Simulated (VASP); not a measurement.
# Co (Pm-3m) in VASP: further runs

The runs below take Co through relaxation of cell and atoms, single point, with BLYP.

All numbers are computed with VASP 6.6.1; they aren't measurements. Logs are shortened: lines on timing, memory, paths and dates and some standing lists are left out, and cuts for length are marked.

### 1 The cell of the first run

Symmetry: Pm-3m, No. 221, cubic system. Conventional cell: a = 2.287 Å, b = 2.287 Å, c = 2.287 Å, α = 90.00°, β = 90.00°, γ = 90.00°. Co (site symmetry m-3m) has 6 Co at 2.29 Å within 3.0 Å.

### 2 Relaxation of cell and atoms, BLYP

Input file INCAR:

```
  PREC = Accurate
  ENCUT = 600
  EDIFF = 1E-6
  ISMEAR = -1
  SIGMA = 0.1
  LREAL = False
  LASPH = True
  NELM = 60
  ALGO = Normal
  ISIF = 3
  LWAVE = False
  LCHARG = False
  GGA = B5
  ALDAX = 1.0
  AGGAX = 1.0
  AGGAC = 1.0
  ALDAC = 0.0
  IBRION = 2
  NSW = 80
  EDIFFG = -0.01
```

Input file KPOINTS:

```
Automatic mesh
0
Gamma
  14 14 14
```

Input file POSCAR:

```
Co
1.0
    2.2868488050      0.0000000000      0.0000000000
    0.0000000000      2.2868488050      0.0000000000
    0.0000000000      0.0000000000      2.2868488050
Co
1
Direct
    0.0000000000      0.0000000000      0.0000000000
```

Potentials or basis: VASP PAW PBE potentials, release 64 (Co).

The run is started by

```sh
cat potpaw_PBE.64/Co/POTCAR > POTCAR
mpirun -np 1 vasp_std > vasp.out
```

OUTCAR:

```text
PREC = Accurate
   ENCUT = 600
   EDIFF = 1E-6
   ISMEAR = -1
   LREAL = False
   LASPH = True
   NELM = 60
   ISIF = 3
   GGA = B5
   IBRION = 2
   NSW = 80
   EDIFFG = -0.01

 ion  position               nearest neighbor table
   1  0.000  0.000  0.000-

  LATTYP: Found a simple cubic cell.
 ALAT       =     2.2868488050

  Lattice vectors:

 A1 = (   2.2868488050,   0.0000000000,   0.0000000000)
 A2 = (   0.0000000000,   2.2868488050,   0.0000000000)
 A3 = (   0.0000000000,   0.0000000000,   2.2868488050)

Analysis of symmetry for initial positions (statically):
=====================================================================
 Subroutine PRICEL returns:
 Original cell was already a primitive cell.

 Routine SETGRP: Setting up the symmetry group for a
 simple cubic supercell.

 Subroutine GETGRP returns: Found 48 space group operations
 (whereof 48 operations were pure point group operations)
 out of a pool of 48 trial point group operations.

The static configuration has the point symmetry O_h .

Analysis of symmetry for dynamics (positions and initial velocities):
=====================================================================
 Subroutine PRICEL returns:
 Original cell was already a primitive cell.

 Routine SETGRP: Setting up the symmetry group for a
 simple cubic supercell.

 Subroutine GETGRP returns: Found 48 space group operations
 (whereof 48 operations were pure point group operations)
 out of a pool of 48 trial point group operations.

The dynamic configuration has the point symmetry O_h .

 Subroutine INISYM returns: Found 48 space group operations
 (whereof 48 operations are pure point group operations),
 and found     1 'primitive' translations

----------------------------------------------------------------------------------------

                                     Primitive cell

  volume of cell :      11.9595

  direct lattice vectors                    reciprocal lattice vectors
     2.286848805  0.000000000  0.000000000     0.437282954  0.000000000  0.000000000
     0.000000000  2.286848805  0.000000000     0.000000000  0.437282954  0.000000000
     0.000000000  0.000000000  2.286848805     0.000000000  0.000000000  0.437282954

  length of vectors
     2.286848805  2.286848805  2.286848805     0.437282954  0.437282954  0.437282954

  position of ions in fractional coordinates (direct lattice)
     0.000000000  0.000000000  0.000000000

  ion indices of the primitive-cell ions
   primitive index   ion index
                 1           1

----------------------------------------------------------------------------------------

 KPOINTS: Automatic mesh

Automatic generation of k-mesh.
 Grid dimensions read from file:
 generate k-points for:   14   14   14

 Generating k-lattice:

  Cartesian coordinates                     Fractional coordinates (reciprocal lattice)
     0.031234497  0.000000000  0.000000000     0.071428571  0.000000000  0.000000000
     0.000000000  0.031234497  0.000000000     0.000000000  0.071428571  0.000000000
     0.000000000  0.000000000  0.031234497     0.000000000  0.000000000  0.071428571

  Length of vectors
     0.031234497  0.031234497  0.031234497

  Shift w.r.t. Gamma in fractional coordinates (k-lattice)
     0.000000000  0.000000000  0.000000000

 Subroutine IBZKPT returns following result:
 ===========================================

 Found    120 irreducible k-points:

 Following reciprocal coordinates:
            Coordinates               Weight
  0.000000  0.000000  0.000000      1.000000
  0.071429  0.000000  0.000000      6.000000
  0.142857  0.000000  0.000000      6.000000
  0.214286  0.000000  0.000000      6.000000
  0.285714  0.000000  0.000000      6.000000
  0.357143  0.000000  0.000000      6.000000
[... 16 lines left out ...]
  0.285714  0.214286  0.000000     24.000000
  0.357143  0.214286  0.000000     24.000000
 [... further k-points ...]
   k-points           NKPTS =    120   k-points in BZ     NKDIM =    120   number of bands    NBANDS=      8
   number of dos      NEDOS =    301   number of ions     NIONS =      1
   total plane-waves  NPLWV =   5832
   dimension x,y,z NGX =    18 NGY =   18 NGZ =   18
   dimension x,y,z NGXF=    36 NGYF=   36 NGZF=   36
   ions per type =               1
   NGX,Y,Z   is equivalent  to a cutoff of  13.09, 13.09, 13.09 a.u.
   NGXF,Y,Z  is equivalent  to a cutoff of  26.17, 26.17, 26.17 a.u.
 SYSTEM =  unknown system
   PREC   = accura    normal or accurate (medium, high low for compatibility)
   ISTART =      0    job   : 0-new  1-cont  2-samecut
   ICHARG =      2    charge: 1-file 2-atom 10-const
   ISPIN  =      1    spin polarized calculation?
   LNONCOLLINEAR =      F non collinear calculations
   LSORBIT =      F    spin-orbit coupling
   LASPH  =      T    aspherical Exc in radial PAW
   ENCUT  =  600.0 eV  44.10 Ry    6.64 a.u.   4.57  4.57  4.57*2*pi/ulx,y,z
   NELM   =     60;   NELMIN=  2; NELMDL= -5     # of ELM steps
   EDIFF  = 0.1E-05   stopping-criterion for ELM
   LREAL  =      F    real-space projection
   EDIFFG = -.1E-01   stopping-criterion for IOM
   NSW    =     80    number of steps for IOM
   IBRION =      2    ionic relax: 0-MD 1-quasi-New 2-CG
   NFREE  =      1    steps in history (QN), initial steepest desc. (CG)
   ISIF   =      3    stress and relaxation
   ISYM   =      2    0-nonsym 1-usesym 2-fastsym
   POTIM  = 0.5000    time-step for ionic-motion
   TEBEG  =    0.0;   TEEND  =   0.0 temperature during run
   PSTRESS=    0.0 pullay stress
   NELECT =       9.0000    total number of electrons
   NUPDOWN=      -1.0000    fix difference up-down
   EMIN   =  10.00;   EMAX   =-10.00  energy-range for DOS
   EFERMI =   0.00;   METHOD = LEGACY
   ISMEAR =    -1;   SIGMA  =   0.10  broadening in eV -4-tet -1-fermi 0-gaus
   EFERMI_NEDOS =   21; number of points for ismear=-14 and -15
   IALGO  =     38    algorithm
   IMIX   =      4    mixing-type and parameters
     AMIX     =   0.40;   BMIX     =  1.00
     AMIX_MAG =   1.60;   BMIX_MAG =  1.00
  volume/ion in A,a.u.               =      11.96        80.71
  Fermi-wavevector in a.u.,A,eV,Ry     =   1.489081  2.813954 30.169030  2.217361
  Thomas-Fermi vector in A             =   2.602034
   LORBIT       =      0    0 simple, 1 ext, 2 COOP (PROOUT), +10 PAW based schemes
   GGA     = B5    functional components
   LHFCALC =     F    Hartree Fock is set to
   AEXX    =    0.0000 exact exchange contribution
   IVDW    =     0    specifies the selected vdW correction
   LEPSILON=     F    determine dielectric tensor
   LRPA    =     F    only Hartree local field effects (RPA)
 conjugate gradient relaxation of ions
 non-spin polarized calculation
  energy-cutoff  :      600.00
  volume of cell :       11.96
 maximum number of plane-waves:       432
   NGX =  9   NGY =  9   NGZ =  9

--------------------------------------- Ionic step        1  -------------------------------------------

 number of electron       9.0000006 magnetization

 Free energy of the ion-electron system (eV)
  ---------------------------------------------------
  ext. energy  EPLUGINS =         0.00000000
  ---------------------------------------------------
  free energy    TOTEN  =        -5.24045861 eV

  energy without entropy =       -5.14845552  energy(sigma->0) =       -5.19445707

------------------------ aborting loop because EDIFF is reached ----------------------------------------

  FORCE on cell =-STRESS in cart. coord.  units (eV):
  Direction    XX          YY          ZZ          XY          YZ          ZX
  --------------------------------------------------------------------------------------
  -------------------------------------------------------------------------------------
  Total        0.5346069      0.5346069      0.5346069      0.0000000      0.0000000     -0.0000000
  in kB       71.6197514     71.6197514     71.6197514      0.0000000      0.0000000     -0.0000000
  external PRESSURE =      71.6197514 kB  Pullay stress =       0.0000000 kB
[... 55 lines left out ...]
  energy  without entropy=       -5.1421948110  energy(sigma->0) =       -5.19311712

--------------------------------------- Ionic step        3  -------------------------------------------

 number of electron       9.0000010 magnetization

 Free energy of the ion-electron system (eV)
  ---------------------------------------------------
  ext. energy  EPLUGINS =         0.00000000
  ---------------------------------------------------
  free energy    TOTEN  =        -5.25126198 eV

  energy without entropy =       -5.15399126  energy(sigma->0) =       -5.20262662

 E-fermi :   8.8090     XC(G=0): -11.8945

 val. band max:        8.8074620015   @ k =   0.2857   0.2143   0.0714
 cond. band min:       8.8144614174   @ k =   0.2143   0.1429   0.1429
 fundamental gap:      0.0069994159
 Fermi energy:         8.8090380943

 k-point     1 :       0.0000    0.0000    0.0000
  band No.  band energies     occupation
      1       1.0438      2.00000
      2       5.4361      2.00000
      3       5.4361      2.00000
      4       9.2503      0.02396
      5       9.2503      0.02396
      6       9.2503      0.02396
      7      28.5657      0.00000
      8      28.5657      0.00000
[... 243 lines left out ...]
 k-point    24 :       0.3571    0.2143    0.0000
  band No.  band energies     occupation
      1       4.9666      2.00000
      2       6.1440      2.00000
      3       7.0751      2.00000
      4       8.3142      1.98591
      5       8.8841      0.64136
      6       8.9465      0.40373
      7      16.7984      0.00000
      8      24.8249      0.00000

 [... further k-points ...]
[... 5 lines left out ...]
  --------------------------------------------------------------------------------------
  -------------------------------------------------------------------------------------
  Total       -0.0023784     -0.0023784     -0.0023784      0.0000000      0.0000000      0.0000000
  in kB       -0.3056808     -0.3056808     -0.3056808      0.0000000      0.0000000      0.0000000
  external PRESSURE =      -0.3056808 kB  Pullay stress =       0.0000000 kB
[... 16 lines left out ...]
  FREE ENERGIE OF THE ION-ELECTRON SYSTEM (eV)
  ---------------------------------------------------
  free  energy   TOTEN  =        -5.2512619809 eV

  energy  without entropy=       -5.1539912624  energy(sigma->0) =       -5.20262662

 reached required accuracy - stopping structural energy minimisation
```

Wall time 29 s (1 thread of Intel Xeon Platinum 8559C (Emerald Rapids), shared host); peak memory 0.13 GiB.

What came out:

- Free energy: -5.2513 eV
- Relaxed volume: 12.47 Å³/atom
- Relaxed cell: a = 2.319 Å, b = 2.319 Å, c = 2.319 Å, α = 90.00°, β = 90.00°, γ = 90.00°
- Space group after relaxing (to 0.05 Å): Pm-3m (No. 221)
- Energy gained by relaxing: 10.8 meV/atom
- Ionic steps: 3
- Pressure after relaxing: 0.0 GPa

The path:
| step | energy change (eV) | largest force (eV/Å) | pressure (GPa) | volume (Å³) |
| --- | --- | --- | --- | --- |
| 1 | 0.0000 | 0.0000 | 7.16 | 11.96 |
| 2 | -0.0036 | 0.0000 | -5.06 | 12.91 |
| 3 | -0.0108 | 0.0000 | -0.03 | 12.47 |

Final structure:
```yaml
crystal:
  lattice:
    - [2.31870, 0.00000, 0.00000]
    - [0.00000, 2.31870, 0.00000]
    - [0.00000, 0.00000, 2.31870]
  atoms:
    - { symbol: Co, position: [0.00000, 0.00000, 0.00000] }
```

Caveat: the PAW data sets were made with another functional, which shifts forces and pressure a little; the run has no spin polarisation, though such a crystal can be magnetic.

### 3 Single point, BLYP

This run uses another cell than the first one, of 12.50 Å³/atom, 1.045 times its volume.

Input file INCAR:

```
AGGAC = 1.0
AGGAX = 1.0
ALDAC = 0.0
ALDAX = 1.0
ALGO = Normal
EDIFF = 1E-6
ENCUT = 520
GGA = B5
ISIF = 2
ISMEAR = -1
LASPH = True
LCHARG = False
LREAL = False
LWAVE = False
NBANDS = 10
NELM = 80
PREC = Accurate
SIGMA = 0.1
```

Input file KPOINTS:

```
k-points
0
Gamma
  22 22 22
```

Input file POSCAR:

```
Co
1.0
    2.3204972752      0.0000000000      0.0000000000
    0.0000000000      2.3204972752      0.0000000000
    0.0000000000      0.0000000000      2.3204972752
Co
1
Direct
    0.0000000000      0.0000000000      0.0000000000
```

Potentials or basis: VASP PAW PBE potentials, release 64 (Co).

The run is started by

```sh
cat potpaw_PBE.64/Co/POTCAR > POTCAR
mpirun -np 1 vasp_std > vasp.out
```

It took 27 s on 1 thread of Intel Xeon Platinum 8559C (Emerald Rapids), shared host; peak memory 0.15 GiB.

Results (log left out):

- Free energy: -5.2501 eV
- Pressure: -0.3 GPa

Levels at points of the mesh, in eV from the Fermi level:
| k point | band 1 | band 2 | band 3 | band 4 | band 5 | band 6 | band 7 | band 8 | band 9 | band 10 |
| --- | --- | --- | --- | --- | --- | --- | --- | --- | --- | --- |
| (0.00, 0.00, 0.00) | -7.75 | -3.36 | -3.36 | 0.44 | 0.44 | 0.44 | 19.73 | 19.73 | 19.73 | 23.89 |
| (0.50, 0.00, 0.00) | -3.67 | -2.86 | -0.79 | -0.79 | -0.75 | 0.55 | 4.59 | 24.21 | 26.97 | 27.21 |
| (0.50, 0.50, 0.00) | -4.05 | -2.46 | -0.54 | -0.54 | 1.30 | 5.54 | 5.54 | 12.11 | 12.35 | 31.03 |
| (0.50, 0.50, 0.50) | -3.00 | -3.00 | -3.00 | 1.37 | 1.37 | 12.29 | 12.29 | 12.29 | 13.94 | 17.75 |

Caveat: the PAW data sets were made with another functional, which shifts forces and pressure a little; the run has no spin polarisation, though such a crystal can be magnetic. Spin polarisation is off, so any magnetic state and its effect on volume and gap are missing.

### 4 Single point, BLYP, collinear spin, ferromagnetic start (volume scaled by 0.88)

Input file INCAR:

```
SYSTEM = Co
PREC = Accurate
ENCUT = 520
EDIFF = 1E-7
ISMEAR = -1
SIGMA = 0.05
LREAL = .FALSE.
LASPH = .TRUE.
NELM = 150
ALGO = Normal
ISIF = 2
LWAVE = .FALSE.
LCHARG = .FALSE.
ISPIN = 2
MAGMOM = 1.89
LORBIT = 11
LMAXMIX = 4
GGA = B5
ALDAX = 1.0
AGGAX = 1.0
AGGAC = 1.0
ALDAC = 0.0
NBANDS = 14
```

Input file KPOINTS:

```
regular mesh
0
G
  15 15 15
  0 0 0
```

Input file POSCAR:

```
Co
1.0
    2.2781219990      0.0000000000      0.0000000000
    0.0000000000      2.2781219990      0.0000000000
    0.0000000000      0.0000000000      2.2781219990
Co
1
Direct
    0.0000000000      0.0000000000      0.0000000000
```

The run is started by

```sh
cat potpaw_PBE.64/Co/POTCAR > POTCAR
mpirun -np 1 vasp_std > vasp.out
```

Run time: 25 s. Hardware: 1 thread of Intel Xeon Platinum 8559C (Emerald Rapids), shared host; peak memory 0.14 GiB.

It converged, with:

```
Free energy                                           : -5.3880 eV
Pressure                                              : 18.7 GPa
Net moment                                            : 1.61 μB per cell
Site moments                                          : Co +1.61 μB
Valence electrons inside the program's atomic spheres : Co 8.34
```

Levels at points of the mesh, in eV from the Fermi level:
Spin up:
```
           k point  band 1  band 2  band 3  band 4  band 5  band 6  band 7  band 8  band 9  band 10
(0.00, 0.00, 0.00)   -8.44   -4.47   -4.47   -0.80   -0.80   -0.80   19.98   19.98   19.98    24.27
```
Spin down:
```tsv
k point	band 1	band 2	band 3	band 4	band 5	band 6	band 7	band 8
(0.00, 0.00, 0.00)	-8.30	-3.40	-3.40	1.21	1.21	1.21	20.31	20.31
```

Caveat: the cell differs from its parent crystal (volume scaled by 0.88); the PAW data sets were made with another functional, which shifts forces and pressure a little.

### 5 Overview

```csv
task,spin,cell,k mesh,cutoff (eV),smearing,gap on the mesh (eV),pressure (GPa)
relaxation of cell and atoms,off,"relaxed from a = 2.287 Å, 1 atom",14 × 14 × 14,600,fermi-dirac 0.1 eV,none,0.0
single point,off,"a = 2.320 Å, 1 atom",22 × 22 × 22,520,fermi-dirac 0.1 eV,none,-0.3
single point,"collinear, ferromagnetic start","a = 2.278 Å, 1 atom",15 × 15 × 15,520,fermi-dirac 0.05 eV,none,18.7
```

Alike in all rows: level BLYP; potentials or basis VASP PAW PBE potentials, release 64 (Co).

Caveats: the PAW data sets were made with another functional, which shifts forces and pressure a little.

Absolute energies hang on the potentials; compare differences alone.
